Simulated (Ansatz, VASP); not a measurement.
Cu, level by level in two programs

```
Cu
1.0
     0.00000    1.80750    1.80750
     1.80750    0.00000    1.80750
     1.80750    1.80750    0.00000
Cu
1
Direct
  0.00000 0.00000 0.00000
```

Single points on this cell with VASP 6.6.1 and Ansatz 0.2.0. Each row is one pair of runs. Alike in all rows: spin: off; k mesh: 13 × 13 × 13; smearing: fermi-dirac, width 0.05 eV.

| level | VASP's potentials, cutoff | Ansatz's potentials, cutoff | gap on the k mesh at the Fermi level (eV), VASP | gap on the k mesh at the Fermi level (eV), Ansatz |
| --- | --- | --- | --- | --- |
| r2SCAN+rVV10 | VASP PAW PBE potentials, release 64 (Cu_sv_GW), 900 eV | Ansatz PAW, 500 eV | none | none |
| LDA | VASP PAW LDA potentials, release 64 (Cu_sv_GW), 820 eV | PseudoDojo standard (LDA files), 1252 eV | none | none |
| r2SCAN+D4 | VASP PAW PBE potentials, release 64 (Cu_sv_GW), 900 eV | Ansatz PAW, 500 eV | none | none |

A gap of «none» marks a metal or a gap that the smearing closes.
